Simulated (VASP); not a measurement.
# CuRu2 (P-3m1) in VASP: single point with PBE

Aim: the single point of CuRu2 with PBE.

All numbers are computed with VASP 6.6.1; they aren't measurements. Logs are shortened: lines on timing, memory, paths and dates and some standing lists are left out, and cuts for length are marked.

## 1. The cell of the first run

Symmetry: P-3m1, No. 164, trigonal system. The conventional cell has a = 3.387 Å, b = 3.387 Å, c = 4.460 Å, α = 90.00°, β = 90.00°, γ = 120.00°. Cu (site symmetry -3m) has 12 Ru at 2.75 to 3.20 Å and 6 Cu at 3.39 Å within 3.6 Å. Within 2.8 Å of Ru (site symmetry 3m) lie 3 Ru at 2.05 Å and 3 Cu at 2.75 Å.

The cell was generated, and may not be a known phase.

## 2. Single point, PBE

Contents of INCAR:

```
PREC = Accurate
ENCUT = 820
EDIFF = 1E-6
ISMEAR = 0
SIGMA = 0.1
LREAL = F
LASPH = T
NELM = 120
ALGO = Normal
ISIF = 2
LWAVE = F
LCHARG = F
GGA = PE
NBANDS = 32
GGA_COMPAT = F
```

Contents of KPOINTS:

```
Automatic mesh
0
Gamma
  6 6 4
```

Contents of POSCAR:

```
CuRu2
1.0
    3.3866756900      0.0000000000      0.0000000000
   -1.6933378500      2.9329471800      0.0000000000
    0.0000000000      0.0000000000      4.4603363700
Cu Ru
1 2
Direct
    0.0000000000      0.0000000000      0.0000000000
    0.3333333300      0.6666666700      0.4320000100
    0.6666666700      0.3333333300      0.5679999900
```

Potentials or basis: VASP PAW PBE potentials, release 64 (Cu_sv_GW, Ru_sv).

On the command line:

```sh
$ cat potpaw_PBE.64/Cu_sv_GW/POTCAR potpaw_PBE.64/Ru_sv/POTCAR > POTCAR
$ mpirun -np 1 vasp_std > vasp.out
```

OUTCAR:

```text
PREC = Accurate
   ENCUT = 820
   EDIFF = 1E-6
   ISMEAR = 0
   LREAL = F
   LASPH = T
   NELM = 120
   ISIF = 2
   GGA = PE

 ion  position               nearest neighbor table
   1  0.000  0.000  0.000-
   2  0.333  0.667  0.432-   3 2.05   3 2.05   3 2.05
   3  0.667  0.333  0.568-   2 2.05   2 2.05   2 2.05

  LATTYP: Found a hexagonal cell.
 ALAT       =     3.3866756900
 C/A-ratio  =     1.3170249467

  Lattice vectors:

 A1 = (   3.3866756900,   0.0000000000,   0.0000000000)
 A2 = (  -1.6933378500,   2.9329471800,   0.0000000000)
 A3 = (   0.0000000000,   0.0000000000,   4.4603363700)

Analysis of symmetry for initial positions (statically):
=====================================================================
 Subroutine PRICEL returns:
 Original cell was already a primitive cell.

 Routine SETGRP: Setting up the symmetry group for a
 hexagonal supercell.

 Subroutine GETGRP returns: Found 12 space group operations
 (whereof 12 operations were pure point group operations)
 out of a pool of 24 trial point group operations.

The static configuration has the point symmetry D_3d.

Analysis of symmetry for dynamics (positions and initial velocities):
=====================================================================
 Subroutine PRICEL returns:
 Original cell was already a primitive cell.

 Routine SETGRP: Setting up the symmetry group for a
 hexagonal supercell.

 Subroutine GETGRP returns: Found 12 space group operations
 (whereof 12 operations were pure point group operations)
 out of a pool of 24 trial point group operations.

The dynamic configuration has the point symmetry D_3d.

 Subroutine INISYM returns: Found 12 space group operations
 (whereof 12 operations are pure point group operations),
 and found     1 'primitive' translations

----------------------------------------------------------------------------------------

                                     Primitive cell

  volume of cell :      44.3043

  direct lattice vectors                    reciprocal lattice vectors
     3.386675690  0.000000000  0.000000000     0.295274804  0.170476988  0.000000000
    -1.693337850  2.932947180  0.000000000     0.000000000  0.340953975  0.000000000
     0.000000000  0.000000000  4.460336370     0.000000000  0.000000000  0.224198338

  length of vectors
     3.386675690  3.386675691  4.460336370     0.340953975  0.340953975  0.224198338

  position of ions in fractional coordinates (direct lattice)
     0.000000000  0.000000000  0.000000000
     0.333333330  0.666666670  0.432000010
     0.666666670  0.333333330  0.567999990

  ion indices of the primitive-cell ions
   primitive index   ion index
                 1           1
                 2           2
                 3           3

----------------------------------------------------------------------------------------

 KPOINTS: Automatic mesh

Automatic generation of k-mesh.
 Grid dimensions read from file:
 generate k-points for:    6    6    4

 Generating k-lattice:

  Cartesian coordinates                     Fractional coordinates (reciprocal lattice)
     0.049212467  0.028412831  0.000000000     0.166666667  0.000000000  0.000000000
     0.000000000  0.056825663  0.000000000     0.000000000  0.166666667  0.000000000
     0.000000000  0.000000000  0.056049584     0.000000000  0.000000000  0.250000000

  Length of vectors
     0.056825663  0.056825663  0.056049584

  Shift w.r.t. Gamma in fractional coordinates (k-lattice)
     0.000000000  0.000000000  0.000000000

 Subroutine IBZKPT returns following result:
 ===========================================

 Found     24 irreducible k-points:

 Following reciprocal coordinates:
            Coordinates               Weight
  0.000000  0.000000  0.000000      1.000000
  0.166667 -0.000000  0.000000      6.000000
  0.333333 -0.000000  0.000000      6.000000
  0.500000  0.000000  0.000000      3.000000
  0.166667  0.166667  0.000000      6.000000
  0.333333  0.166667  0.000000     12.000000
[... 16 lines left out ...]
  0.333333  0.166667  0.500000     12.000000
  0.333333  0.333333  0.500000      2.000000
   k-points           NKPTS =     24   k-points in BZ     NKDIM =     24   number of bands    NBANDS=     32
   number of dos      NEDOS =    301   number of ions     NIONS =      3
   total plane-waves  NPLWV =  43008
   dimension x,y,z NGX =    32 NGY =   32 NGZ =   42
   dimension x,y,z NGXF=    64 NGYF=   64 NGZF=   84
   ions per type =               1   2
   NGX,Y,Z   is equivalent  to a cutoff of  15.71, 15.71, 15.65 a.u.
   NGXF,Y,Z  is equivalent  to a cutoff of  31.42, 31.42, 31.31 a.u.
 SYSTEM =  unknown system
   PREC   = accura    normal or accurate (medium, high low for compatibility)
   ISTART =      0    job   : 0-new  1-cont  2-samecut
   ICHARG =      2    charge: 1-file 2-atom 10-const
   ISPIN  =      1    spin polarized calculation?
   LNONCOLLINEAR =      F non collinear calculations
   LSORBIT =      F    spin-orbit coupling
   LASPH  =      T    aspherical Exc in radial PAW
   ENCUT  =  820.0 eV  60.27 Ry    7.76 a.u.   7.91  7.91 10.41*2*pi/ulx,y,z
   NELM   =    120;   NELMIN=  2; NELMDL= -5     # of ELM steps
   EDIFF  = 0.1E-05   stopping-criterion for ELM
   LREAL  =      F    real-space projection
   EDIFFG = 0.1E-04   stopping-criterion for IOM
   NSW    =      0    number of steps for IOM
   IBRION =     -1    ionic relax: 0-MD 1-quasi-New 2-CG
   NFREE  =      0    steps in history (QN), initial steepest desc. (CG)
   ISIF   =      2    stress and relaxation
   ISYM   =      2    0-nonsym 1-usesym 2-fastsym
   POTIM  = 0.5000    time-step for ionic-motion
   TEBEG  =    0.0;   TEEND  =   0.0 temperature during run
   PSTRESS=    0.0 pullay stress
   NELECT =      51.0000    total number of electrons
   NUPDOWN=      -1.0000    fix difference up-down
   EMIN   =  10.00;   EMAX   =-10.00  energy-range for DOS
   EFERMI =   0.00;   METHOD = LEGACY
   ISMEAR =     0;   SIGMA  =   0.10  broadening in eV -4-tet -1-fermi 0-gaus
   EFERMI_NEDOS =   21; number of points for ismear=-14 and -15
   IALGO  =     38    algorithm
   IMIX   =      4    mixing-type and parameters
     AMIX     =   0.40;   BMIX     =  1.00
     AMIX_MAG =   1.60;   BMIX_MAG =  1.00
  volume/ion in A,a.u.               =      14.77        99.66
  Fermi-wavevector in a.u.,A,eV,Ry     =   1.715733  3.242265 40.052016  2.943740
  Thomas-Fermi vector in A             =   2.793050
   LORBIT       =      0    0 simple, 1 ext, 2 COOP (PROOUT), +10 PAW based schemes
   GGA     = PE    functional components
   LHFCALC =     F    Hartree Fock is set to
   AEXX    =    0.0000 exact exchange contribution
   IVDW    =     0    specifies the selected vdW correction
   LEPSILON=     F    determine dielectric tensor
   LRPA    =     F    only Hartree local field effects (RPA)
 non-spin polarized calculation
 Gauss-broadening in eV      SIGMA  =   0.10
  energy-cutoff  :      820.00
  volume of cell :       44.30
 maximum number of plane-waves:      2378
   NGX = 15   NGY = 15   NGZ = 21

 number of electron      51.0000002 magnetization

 Free energy of the ion-electron system (eV)
  ---------------------------------------------------
  ext. energy  EPLUGINS =         0.00000000
  ---------------------------------------------------
  free energy    TOTEN  =       -15.72032926 eV

  energy without entropy =      -15.69834752  energy(sigma->0) =      -15.70933839

 E-fermi :  10.9121     XC(G=0): -12.8449

 val. band max:       10.8957294995   @ k =   0.1667   0.1667   0.0000
 cond. band min:      10.9159652121   @ k =   0.1667  -0.0000   0.5000
 fundamental gap:      0.0202357126
 Fermi energy:        10.9120720761

 k-point     1 :       0.0000    0.0000    0.0000
  band No.  band energies     occupation
      1    -101.3546      2.00000
      2     -63.0313      2.00000
      3     -61.4369      2.00000
      4     -58.8183      2.00000
      5     -58.6920      2.00000
      6     -58.6920      2.00000
[... 24 lines left out ...]
     31      22.7782      0.00000
     32      22.7782      0.00000

 k-point     2 :       0.1667   -0.0000    0.0000
  band No.  band energies     occupation
      1    -101.3545      2.00000
      2     -62.9429      2.00000
      3     -61.5375      2.00000
      4     -58.8183      2.00000
      5     -58.6923      2.00000
      6     -58.6920      2.00000
[... 24 lines left out ...]
     31      19.7143      0.00000
     32      20.8684      0.00000

 k-point     3 :       0.3333   -0.0000    0.0000
  band No.  band energies     occupation
      1    -101.3545      2.00000
      2     -62.7118      2.00000
      3     -61.7929      2.00000
      4     -58.8184      2.00000
      5     -58.6933      2.00000
      6     -58.6922      2.00000
[... 24 lines left out ...]
     31      17.4720      0.00000
     32      18.4331      0.00000

 k-point     4 :       0.5000    0.0000    0.0000
  band No.  band energies     occupation
      1    -101.3545      2.00000
      2     -62.5233      2.00000
      3     -61.9934      2.00000
      4     -58.8183      2.00000
      5     -58.6937      2.00000
      6     -58.6923      2.00000
[... 24 lines left out ...]
     31      17.3328      0.00000
     32      18.7154      0.00000

 k-point     5 :       0.1667    0.1667    0.0000
  band No.  band energies     occupation
      1    -101.3546      2.00000
      2     -62.7800      2.00000
      3     -61.7186      2.00000
      4     -58.8185      2.00000
      5     -58.6931      2.00000
      6     -58.6923      2.00000
[... 584 lines left out ...]
     31      16.6033      0.00000
     32      20.7711      0.00000

 k-point    22 :       0.1667    0.1667    0.5000
  band No.  band energies     occupation
      1    -101.3545      2.00000
      2     -62.7800      2.00000
      3     -61.7186      2.00000
      4     -58.8184      2.00000
      5     -58.6930      2.00000
      6     -58.6923      2.00000
[... 24 lines left out ...]
     31      18.8026      0.00000
     32      21.0293      0.00000

 k-point    23 :       0.3333    0.1667    0.5000
  band No.  band energies     occupation
      1    -101.3545      2.00000
      2     -62.5234      2.00000
      3     -61.9933      2.00000
      4     -58.8183      2.00000
      5     -58.6936      2.00000
      6     -58.6926      2.00000
[... 24 lines left out ...]
     31      17.2613      0.00000
     32      18.0541      0.00000

 k-point    24 :       0.3333    0.3333    0.5000
  band No.  band energies     occupation
      1    -101.3545      2.00000
      2     -62.2614      2.00000
      3     -62.2614      2.00000
      4     -58.8183      2.00000
      5     -58.6933      2.00000
      6     -58.6933      2.00000
[... 24 lines left out ...]
     31      16.3257      0.00000
     32      16.3257      0.00000

------------------------ aborting loop because EDIFF is reached ----------------------------------------

  FORCE on cell =-STRESS in cart. coord.  units (eV):
  Direction    XX          YY          ZZ          XY          YZ          ZX
  --------------------------------------------------------------------------------------
  -------------------------------------------------------------------------------------
  Total       25.1873092     25.1873092      4.8778985     -0.0000000      0.0000000      0.0000000
  in kB      910.8500629    910.8500617    176.3997150     -0.0000016      0.0000000      0.0000000
  external PRESSURE =     666.0332798 kB  Pullay stress =       0.0000000 kB

 VOLUME and BASIS-vectors are now :
 -----------------------------------------------------------------------------
  energy-cutoff  :      820.00
  volume of cell :       44.30
      direct lattice vectors                 reciprocal lattice vectors
     3.386675690  0.000000000  0.000000000     0.295274804  0.170476988  0.000000000
    -1.693337850  2.932947180  0.000000000     0.000000000  0.340953975  0.000000000
     0.000000000  0.000000000  4.460336370     0.000000000  0.000000000  0.224198338

 POSITION                                       TOTAL-FORCE (eV/Angst)
 -----------------------------------------------------------------------------------
      0.00000      0.00000      0.00000        -0.000000      0.000000      0.000000
     -0.00000      1.95530      1.92687         0.000000      0.000000     -9.141223
      1.69334      0.97765      2.53347        -0.000000      0.000000      9.141223
 -----------------------------------------------------------------------------------
    total drift:                                0.000000      0.000000      0.000000

  FREE ENERGIE OF THE ION-ELECTRON SYSTEM (eV)
  ---------------------------------------------------
  free  energy   TOTEN  =       -15.7203292576 eV

  energy  without entropy=      -15.6983475193  energy(sigma->0) =      -15.70933839
```

Run time: 41 s. Hardware: 1 thread of Intel Xeon 6975P-C (Granite Rapids), shared host; peak memory 0.24 GiB.

Results:

```yaml
Free_energy: -15.7203 eV
Pressure: 66.6 GPa
Largest_force: 9.141 eV/Å
Band_gap_on_the_k_mesh: zero (an odd number of electrons rules out a gap without spin polarisation)
```

Forces on the atoms (eV/Å):
```
Cu   0.000  0.000  0.000
Ru   0.000  0.000 -9.141
Ru   0.000  0.000  9.141
```

Stress tensor (GPa, compression positive):
```
91.09  0.00  0.00
 0.00 91.09  0.00
 0.00  0.00 17.64
```

Levels at points of the mesh, in eV from the Fermi level:
| k point | band 21 | band 22 | band 23 | band 24 | band 25 | band 26 | band 27 | band 28 | band 29 | band 30 |
| --- | --- | --- | --- | --- | --- | --- | --- | --- | --- | --- |
| (0.00, 0.00, 0.00) | -2.44 | -2.01 | -2.01 | -1.97 | 0.35 | 0.35 | 1.67 | 2.34 | 2.34 | 5.79 |
| (0.50, 0.00, 0.00) | -2.14 | -2.04 | -1.91 | -0.78 | -0.26 | -0.12 | 1.60 | 2.93 | 3.12 | 6.07 |
| (0.00, 0.00, 0.50) | -2.71 | -2.36 | -2.15 | -2.15 | -1.42 | 0.91 | 0.91 | 2.23 | 2.23 | 11.55 |
| (0.50, 0.00, 0.50) | -2.20 | -2.04 | -0.82 | -0.74 | -0.25 | 0.12 | 0.34 | 2.59 | 2.99 | 3.57 |

Caveat: the stress differs along the axes, from 18 to 91 GPa; forces of over 1 eV/Å act on the atoms, so gaps and moduli don't describe the material at rest.

The gap in the log of VASP goes by the Fermi energy; the results here count the filled bands.